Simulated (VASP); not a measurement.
# S (Pm-3m) in VASP: a series of runs

Runs on S. Level: PBE. Tasks: single point, relaxation of cell and atoms.

Everything below comes from runs of VASP 6.6.1. Logs are shortened: lines on timing, memory, paths and dates and some standing lists are left out, and cuts for length are marked.

**1. The cell of the first run**

Symmetry: Pm-3m, No. 221, cubic system. The conventional cell has a = 2.288 Å, b = 2.288 Å, c = 2.288 Å, α = 90.00°, β = 90.00°, γ = 90.00°. Within 3.0 Å of S (site symmetry m-3m) lie 6 S at 2.29 Å.

This isn't the form of S at room conditions, which is orthorhombic, of S8 rings.

**2. Single point, PBE**

Input file INCAR:

```
  PREC = Accurate
  ENCUT = 520
  EDIFF = 1E-7
  ISMEAR = -1
  SIGMA = 0.08
  LREAL = False
  LASPH = True
  NELM = 80
  ALGO = Normal
  ISIF = 2
  LWAVE = False
  LCHARG = False
  GGA = PE
  NBANDS = 9
```

Input file KPOINTS:

```
Automatic mesh
0
Gamma
  16 16 16
```

Input file POSCAR:

```
S
1.0
    2.2876176315      0.0000000000      0.0000000000
    0.0000000000      2.2876176315      0.0000000000
    0.0000000000      0.0000000000      2.2876176315
S
1
Direct
    0.0000000000      0.0000000000      0.0000000000
```

Potentials or basis: VASP PAW PBE potentials, release 64 (S).

Launch:

```
$ cat potpaw_PBE.64/S/POTCAR > POTCAR
$ mpirun -np 1 vasp_std > vasp.out
```

OUTCAR:

```text
PREC = Accurate
   ENCUT = 520
   EDIFF = 1E-7
   ISMEAR = -1
   LREAL = False
   LASPH = True
   NELM = 80
   ISIF = 2
   GGA = PE

 ion  position               nearest neighbor table
   1  0.000  0.000  0.000-

  LATTYP: Found a simple cubic cell.
 ALAT       =     2.2876176315

  Lattice vectors:

 A1 = (   2.2876176315,   0.0000000000,   0.0000000000)
 A2 = (   0.0000000000,   2.2876176315,   0.0000000000)
 A3 = (   0.0000000000,   0.0000000000,   2.2876176315)

Analysis of symmetry for initial positions (statically):
=====================================================================
 Subroutine PRICEL returns:
 Original cell was already a primitive cell.

 Routine SETGRP: Setting up the symmetry group for a
 simple cubic supercell.

 Subroutine GETGRP returns: Found 48 space group operations
 (whereof 48 operations were pure point group operations)
 out of a pool of 48 trial point group operations.

The static configuration has the point symmetry O_h .

Analysis of symmetry for dynamics (positions and initial velocities):
=====================================================================
 Subroutine PRICEL returns:
 Original cell was already a primitive cell.

 Routine SETGRP: Setting up the symmetry group for a
 simple cubic supercell.

 Subroutine GETGRP returns: Found 48 space group operations
 (whereof 48 operations were pure point group operations)
 out of a pool of 48 trial point group operations.

The dynamic configuration has the point symmetry O_h .

 Subroutine INISYM returns: Found 48 space group operations
 (whereof 48 operations are pure point group operations),
 and found     1 'primitive' translations

----------------------------------------------------------------------------------------

                                     Primitive cell

  volume of cell :      11.9715

  direct lattice vectors                    reciprocal lattice vectors
     2.287617631  0.000000000  0.000000000     0.437135991  0.000000000  0.000000000
     0.000000000  2.287617631  0.000000000     0.000000000  0.437135991  0.000000000
     0.000000000  0.000000000  2.287617631     0.000000000  0.000000000  0.437135991

  length of vectors
     2.287617631  2.287617631  2.287617631     0.437135991  0.437135991  0.437135991

  position of ions in fractional coordinates (direct lattice)
     0.000000000  0.000000000  0.000000000

  ion indices of the primitive-cell ions
   primitive index   ion index
                 1           1

----------------------------------------------------------------------------------------

 KPOINTS: Automatic mesh

Automatic generation of k-mesh.
 Grid dimensions read from file:
 generate k-points for:   16   16   16

 Generating k-lattice:

  Cartesian coordinates                     Fractional coordinates (reciprocal lattice)
     0.027320999  0.000000000  0.000000000     0.062500000  0.000000000  0.000000000
     0.000000000  0.027320999  0.000000000     0.000000000  0.062500000  0.000000000
     0.000000000  0.000000000  0.027320999     0.000000000  0.000000000  0.062500000

  Length of vectors
     0.027320999  0.027320999  0.027320999

  Shift w.r.t. Gamma in fractional coordinates (k-lattice)
     0.000000000  0.000000000  0.000000000

 Subroutine IBZKPT returns following result:
 ===========================================

 Found    165 irreducible k-points:

 Following reciprocal coordinates:
            Coordinates               Weight
  0.000000  0.000000  0.000000      1.000000
  0.062500  0.000000  0.000000      6.000000
  0.125000  0.000000  0.000000      6.000000
  0.187500  0.000000  0.000000      6.000000
  0.250000  0.000000  0.000000      6.000000
  0.312500  0.000000  0.000000      6.000000
[... 16 lines left out ...]
  0.437500  0.125000  0.000000     24.000000
  0.500000  0.125000  0.000000     12.000000
 [... further k-points ...]
   k-points           NKPTS =    165   k-points in BZ     NKDIM =    165   number of bands    NBANDS=      9
   number of dos      NEDOS =    301   number of ions     NIONS =      1
   total plane-waves  NPLWV =   5832
   dimension x,y,z NGX =    18 NGY =   18 NGZ =   18
   dimension x,y,z NGXF=    36 NGYF=   36 NGZF=   36
   ions per type =               1
   NGX,Y,Z   is equivalent  to a cutoff of  13.08, 13.08, 13.08 a.u.
   NGXF,Y,Z  is equivalent  to a cutoff of  26.16, 26.16, 26.16 a.u.
 SYSTEM =  unknown system
   PREC   = accura    normal or accurate (medium, high low for compatibility)
   ISTART =      0    job   : 0-new  1-cont  2-samecut
   ICHARG =      2    charge: 1-file 2-atom 10-const
   ISPIN  =      1    spin polarized calculation?
   LNONCOLLINEAR =      F non collinear calculations
   LSORBIT =      F    spin-orbit coupling
   LASPH  =      T    aspherical Exc in radial PAW
   ENCUT  =  520.0 eV  38.22 Ry    6.18 a.u.   4.25  4.25  4.25*2*pi/ulx,y,z
   NELM   =     80;   NELMIN=  2; NELMDL= -5     # of ELM steps
   EDIFF  = 0.1E-06   stopping-criterion for ELM
   LREAL  =      F    real-space projection
   EDIFFG = 0.1E-05   stopping-criterion for IOM
   NSW    =      0    number of steps for IOM
   IBRION =     -1    ionic relax: 0-MD 1-quasi-New 2-CG
   NFREE  =      0    steps in history (QN), initial steepest desc. (CG)
   ISIF   =      2    stress and relaxation
   ISYM   =      2    0-nonsym 1-usesym 2-fastsym
   POTIM  = 0.5000    time-step for ionic-motion
   TEBEG  =    0.0;   TEEND  =   0.0 temperature during run
   PSTRESS=    0.0 pullay stress
   NELECT =       6.0000    total number of electrons
   NUPDOWN=      -1.0000    fix difference up-down
   EMIN   =  10.00;   EMAX   =-10.00  energy-range for DOS
   EFERMI =   0.00;   METHOD = LEGACY
   ISMEAR =    -1;   SIGMA  =   0.08  broadening in eV -4-tet -1-fermi 0-gaus
   EFERMI_NEDOS =   21; number of points for ismear=-14 and -15
   IALGO  =     38    algorithm
   IMIX   =      4    mixing-type and parameters
     AMIX     =   0.40;   BMIX     =  1.00
     AMIX_MAG =   1.60;   BMIX_MAG =  1.00
  volume/ion in A,a.u.               =      11.97        80.79
  Fermi-wavevector in a.u.,A,eV,Ry     =   1.300395  2.457389 23.007806  1.691026
  Thomas-Fermi vector in A             =   2.431596
   LORBIT       =      0    0 simple, 1 ext, 2 COOP (PROOUT), +10 PAW based schemes
   GGA     = PE    functional components
   LHFCALC =     F    Hartree Fock is set to
   AEXX    =    0.0000 exact exchange contribution
   IVDW    =     0    specifies the selected vdW correction
   LEPSILON=     F    determine dielectric tensor
   LRPA    =     F    only Hartree local field effects (RPA)
 non-spin polarized calculation
  energy-cutoff  :      520.00
  volume of cell :       11.97
 maximum number of plane-waves:       341
 NGX is ok and might be reduce to    18
   NGX =  9   NGY =  9   NGZ =  9

 number of electron       5.9999998 magnetization

 Free energy of the ion-electron system (eV)
  ---------------------------------------------------
  ext. energy  EPLUGINS =         0.00000000
  ---------------------------------------------------
  free energy    TOTEN  =        -2.78092482 eV

  energy without entropy =       -2.77450640  energy(sigma->0) =       -2.77771561

 E-fermi :  13.2303     XC(G=0): -12.3180

 val. band max:       13.1656045249   @ k =   0.3125   0.1250   0.1250
 cond. band min:      13.2326101908   @ k =   0.3125   0.1875   0.1875
 fundamental gap:      0.0670056659
 Fermi energy:        13.2303337641

 k-point     1 :       0.0000    0.0000    0.0000
  band No.  band energies     occupation
      1      -8.3557      2.00000
      2      15.3985      0.00000
      3      15.3985      0.00000
      4      15.3985      0.00000
      5      18.8831      0.00000
      6      18.8831      0.00000
      7      26.6329      0.00000
      8      38.3486      0.00000
      9      38.3486      0.00000

 k-point     2 :       0.0625    0.0000    0.0000
  band No.  band energies     occupation
      1      -8.2574      2.00000
      2      13.9688      0.00020
      3      15.4722      0.00000
      4      15.4722      0.00000
      5      18.9615      0.00000
      6      20.2187      0.00000
      7      26.9476      0.00000
      8      37.5839      0.00000
      9      37.5843      0.00000

 k-point     3 :       0.1250    0.0000    0.0000
  band No.  band energies     occupation
      1      -7.9642      2.00000
      2      11.6051      2.00000
      3      15.6896      0.00000
      4      15.6896      0.00000
      5      19.1916      0.00000
      6      22.2027      0.00000
      7      27.9628      0.00000
      8      35.8507      0.00000
      9      35.8507      0.00000

 k-point     4 :       0.1875    0.0000    0.0000
  band No.  band energies     occupation
      1      -7.4809      2.00000
      2       9.2012      2.00000
      3      16.0403      0.00000
      4      16.0403      0.00000
      5      19.5595      0.00000
      6      23.8294      0.00000
      7      29.6885      0.00000
      8      33.8425      0.00000
      9      33.8425      0.00000
[... 205 lines left out ...]
 k-point    22 :       0.3750    0.1250    0.0000
  band No.  band energies     occupation
      1      -4.6908      2.00000
      2       3.2997      2.00000
      3      14.1845      0.00001
      4      17.8441      0.00000
      5      23.3387      0.00000
      6      24.5712      0.00000
      7      28.9932      0.00000
      8      30.0031      0.00000
      9      33.9431      0.00000

 k-point    23 :       0.4375    0.1250    0.0000
  band No.  band energies     occupation
      1      -3.8218      2.00000
      2       1.8739      2.00000
      3      14.6790      0.00000
      4      18.2567      0.00000
      5      23.2879      0.00000
      6      24.1054      0.00000
      7      28.0389      0.00000
      8      30.9825      0.00000
      9      33.0329      0.00000

 k-point    24 :       0.5000    0.1250    0.0000
  band No.  band energies     occupation
      1      -3.4077      2.00000
      2       1.2736      2.00000
      3      14.8764      0.00000
      4      18.4170      0.00000
      5      23.0112      0.00000
      6      24.1940      0.00000
      7      27.6969      0.00000
      8      31.8475      0.00000
      9      32.1547      0.00000

 [... further k-points ...]
[... 5 lines left out ...]
  --------------------------------------------------------------------------------------
  -------------------------------------------------------------------------------------
  Total        4.3138329      4.3138329      4.3138329      0.0000000      0.0000000     -0.0000000
  in kB      577.3292982    577.3292982    577.3292982      0.0000000      0.0000000     -0.0000000
  external PRESSURE =     577.3292982 kB  Pullay stress =       0.0000000 kB

 VOLUME and BASIS-vectors are now :
 -----------------------------------------------------------------------------
  energy-cutoff  :      520.00
  volume of cell :       11.97
      direct lattice vectors                 reciprocal lattice vectors
     2.287617631  0.000000000  0.000000000     0.437135991  0.000000000  0.000000000
     0.000000000  2.287617631  0.000000000     0.000000000  0.437135991  0.000000000
     0.000000000  0.000000000  2.287617631     0.000000000  0.000000000  0.437135991

 POSITION                                       TOTAL-FORCE (eV/Angst)
 -----------------------------------------------------------------------------------
      0.00000      0.00000      0.00000         0.000000      0.000000      0.000000
 -----------------------------------------------------------------------------------
    total drift:                                0.000000      0.000000     -0.000000

  FREE ENERGIE OF THE ION-ELECTRON SYSTEM (eV)
  ---------------------------------------------------
  free  energy   TOTEN  =        -2.7809248151 eV

  energy  without entropy=       -2.7745063954  energy(sigma->0) =       -2.77771561
```

Wall time 5.2 s (1 thread of Intel Xeon 6975P-C (Granite Rapids), shared host); peak memory 0.12 GiB.

What came out:

```
Free energy            : -2.7809 eV
Pressure               : 57.7 GPa
Band gap on the k mesh : zero (bands 3 and 4 overlap by 10.52 eV)
```

Caveat: the cell stands under pressure.

**3. Single point, PBE**

Input file INCAR:

```
PREC = Accurate
ENCUT = 520
EDIFF = 1E-6
ISMEAR = -1
SIGMA = 0.08
LREAL = False
LASPH = True
NELM = 100
ALGO = Normal
ISIF = 2
LWAVE = False
LCHARG = False
GGA = PE
NBANDS = 9
```

KPOINTS is that of step 2.

Input file POSCAR:

```
S
1.0
    2.2880320925      0.0000000000      0.0000000000
    0.0000000000      2.2880320925      0.0000000000
    0.0000000000      0.0000000000      2.2880320925
S
1
Direct
    0.0000000000      0.0000000000      0.0000000000
```

Potentials or basis: VASP PAW PBE potentials, release 64 (S).

Launch:

```
$ cat potpaw_PBE.64/S/POTCAR > POTCAR
$ mpirun -np 1 vasp_std > vasp.out
```

It took 5.2 s on 1 thread of Intel Xeon 6975P-C (Granite Rapids), shared host; peak memory 0.12 GiB.

Results (log left out):

```yaml
Free_energy: -2.7833 eV
Pressure: 57.6 GPa
Band_gap_on_the_k_mesh: zero (bands 3 and 4 overlap by 10.51 eV)
```

Levels at points of the mesh, in eV from the Fermi level:
```csv
k point,band 1,band 2,band 3,band 4,band 5,band 6
"(0.00, 0.00, 0.00)",-21.58,2.17,2.17,2.17,5.66,5.66
"(0.50, 0.00, 0.00)",-17.03,-12.30,4.91,4.91,8.41,14.16
"(0.50, 0.50, 0.00)",-12.17,-8.76,-8.76,-0.62,7.41,16.42
"(0.50, 0.50, 0.50)",-6.38,-5.60,-5.60,-5.60,3.46,3.46
```

Caveat: the cell stands under pressure.

**4. Relaxation of cell and atoms, PBE, target pressure 58 GPa, at which the enthalpy is minimised**

This run uses another cell than the first one, of 11.57 Å³/atom.

Input file INCAR:

```
PREC = Accurate ; ENCUT = 600
EDIFF = 1E-6 ; ISMEAR = -1
SIGMA = 0.08 ; LREAL = F
LASPH = T ; NELM = 80
ALGO = Normal ; ISIF = 3
LWAVE = F ; LCHARG = F
GGA = PE ; IBRION = 2
NSW = 60 ; EDIFFG = -0.005
PSTRESS = 580.0
```

Input file KPOINTS:

```
regular mesh
0
Gamma
  16 16 16
```

Input file POSCAR:

```
S
1.0
    2.2614922940      0.0000000000      0.0000000000
    0.0000000000      2.2614922940      0.0000000000
    0.0000000000      0.0000000000      2.2614922940
S
1
Direct
    0.0000000000      0.0000000000      0.0000000000
```

Launch:

```
$ cat potpaw_PBE.64/S/POTCAR > POTCAR
$ mpirun -np 1 vasp_std > vasp.out
```

Wall time 9.5 s (1 thread of Intel Xeon 6975P-C (Granite Rapids), shared host); peak memory 0.12 GiB.

Results (log left out):

```yaml
Free_energy: -2.7760 eV
Relaxed_volume: 11.96 Å³/atom
Relaxed_cell: a = 2.287 Å, b = 2.287 Å, c = 2.287 Å, α = 90.00°, β = 90.00°, γ = 90.00°
Space_group_after_relaxing_to_0.1_Å: Pm-3m (No. 221)
Energy_change_on_relaxing_the_run_minimises_the_enthalpy: -149.8 meV/atom
Ionic_steps: 4
Pressure_after_relaxing: 58.0 GPa
Band_gap_on_the_k_mesh: zero (bands 3 and 4 overlap by 10.53 eV)
```

Step by step:
| step | energy change (eV) | largest force (eV/Å) | pressure (GPa) | volume (Å³) |
| --- | --- | --- | --- | --- |
| 1 | 0.0000 | 0.0000 | 64.59 | 11.57 |
| 2 | -0.2941 | 0.0000 | 51.17 | 12.38 |
| 3 | -0.1527 | 0.0000 | 57.87 | 11.97 |
| 4 | -0.1498 | 0.0000 | 58.00 | 11.96 |

Final structure:
```cif
data_structure
_symmetry_space_group_name_H-M 'P 1'
_symmetry_Int_Tables_number 1
_cell_length_a 2.2867
_cell_length_b 2.2867
_cell_length_c 2.2867
_cell_angle_alpha 90.000
_cell_angle_beta 90.000
_cell_angle_gamma 90.000
_cell_volume 11.96
loop_
_atom_site_label
_atom_site_type_symbol
_atom_site_fract_x
_atom_site_fract_y
_atom_site_fract_z
_atom_site_occupancy
S1 S 0.00000 0.00000 0.00000 1
```

Levels at points of the mesh, in eV from the Fermi level:
```tsv
k point	band 1	band 2	band 3	band 4	band 5	band 6	band 7
(0.00, 0.00, 0.00)	-21.60	2.17	2.17	2.17	5.65	5.65	13.42
(0.50, 0.00, 0.00)	-17.04	-12.32	4.93	4.93	8.41	14.16	14.16
(0.50, 0.50, 0.00)	-12.18	-8.78	-8.78	-0.64	7.43	16.44	16.88
(0.50, 0.50, 0.50)	-6.37	-5.61	-5.61	-5.61	3.44	3.44	3.44
```

Caveat: the cell is relaxed towards a set pressure, so the run minimises the enthalpy, not the energy.

**5. Relaxation of cell and atoms, PBE, target pressure 58 GPa, at which the enthalpy is minimised**

Input file INCAR:

```
PREC = Accurate
ENCUT = 600
EDIFF = 1E-6
ISMEAR = -1
SIGMA = 0.08
LREAL = False
LASPH = True
NELM = 80
ALGO = Normal
ISIF = 3
LWAVE = False
LCHARG = False
GGA = PE
IBRION = 2
NSW = 32
EDIFFG = -0.005
PSTRESS = 580.0
```

Input file KPOINTS:

```
Automatic mesh
0
Gamma
  16 16 16
```

Input file POSCAR:

```
S
1.0
    2.2876176315      0.0000000000      0.0000000000
    0.0000000000      2.2876176315      0.0000000000
    0.0000000000      0.0000000000      2.2876176315
S
1
Direct
    0.0000000000      0.0000000000      0.0000000000
```

Launch:

```
$ cat potpaw_PBE.64/S/POTCAR > POTCAR
$ mpirun -np 1 vasp_std > vasp.out
```

Run time: 7.1 s. Hardware: 1 thread of Intel Xeon 6975P-C (Granite Rapids), shared host; peak memory 0.12 GiB.

Results (log left out):

```yaml
Free_energy: -2.7764 eV
Relaxed_volume: 11.96 Å³/atom
Relaxed_cell: a = 2.287 Å, b = 2.287 Å, c = 2.287 Å, α = 90.00°, β = 90.00°, γ = 90.00°
Space_group_after_relaxing_to_0.1_Å: Pm-3m (No. 221)
Energy_change_on_relaxing_the_run_minimises_the_enthalpy: +4.9 meV/atom
Ionic_steps: 3
Pressure_after_relaxing: 58.0 GPa
Band_gap_on_the_k_mesh: zero (bands 3 and 4 overlap by 10.53 eV)
```

The path:
```
step  energy change (eV)  largest force (eV/Å)  pressure (GPa)  volume (Å³)
   1              0.0000                0.0000           57.77        11.97
   2              0.0110                0.0000           58.29        11.94
   3              0.0049                0.0000           58.01        11.96
```

Final structure:
```
S
1.0
     2.28675    0.00000    0.00000
     0.00000    2.28675    0.00000
     0.00000    0.00000    2.28675
S
1
Direct
  0.00000 0.00000 0.00000
```

Levels at points of the mesh, in eV from the Fermi level:
```
           k point  band 1  band 2  band 3  band 4  band 5  band 6  band 7
(0.00, 0.00, 0.00)  -21.60    2.17    2.17    2.17    5.65    5.65   13.41
(0.50, 0.00, 0.00)  -17.04  -12.32    4.92    4.92    8.41   14.16   14.16
(0.50, 0.50, 0.00)  -12.17   -8.78   -8.78   -0.63    7.43   16.44   16.88
(0.50, 0.50, 0.50)   -6.37   -5.61   -5.61   -5.61    3.44    3.44    3.44
```

Caveat: the cell is relaxed towards a set pressure, so the run minimises the enthalpy, not the energy.

**6. Summary**

| task | cell | cutoff (eV) | gap on the mesh (eV) | pressure (GPa) |
| --- | --- | --- | --- | --- |
| single point | a = 2.288 Å, 1 atom | 520 | none | 57.6 |
| relaxation of cell and atoms | relaxed to 58 GPa from a = 2.261 Å, 1 atom | 600 | none | 58.0 |
| relaxation of cell and atoms | relaxed to 58 GPa from a = 2.288 Å, 1 atom | 600 | none | 58.0 |

Alike in all rows: level PBE; potentials or basis VASP PAW PBE potentials, release 64 (S); no spin polarisation; k mesh 16 × 16 × 16; smearing fermi-dirac 0.08 eV.

Caveats: the cell is relaxed towards a set pressure, so the run minimises the enthalpy, not the energy (at least some runs); the cell stands under pressure (at least some runs).

Total energies depend on the potentials used, so only differences within one code and one set of settings carry meaning.

The gap in the log of VASP goes by the Fermi energy; the results here count the filled bands.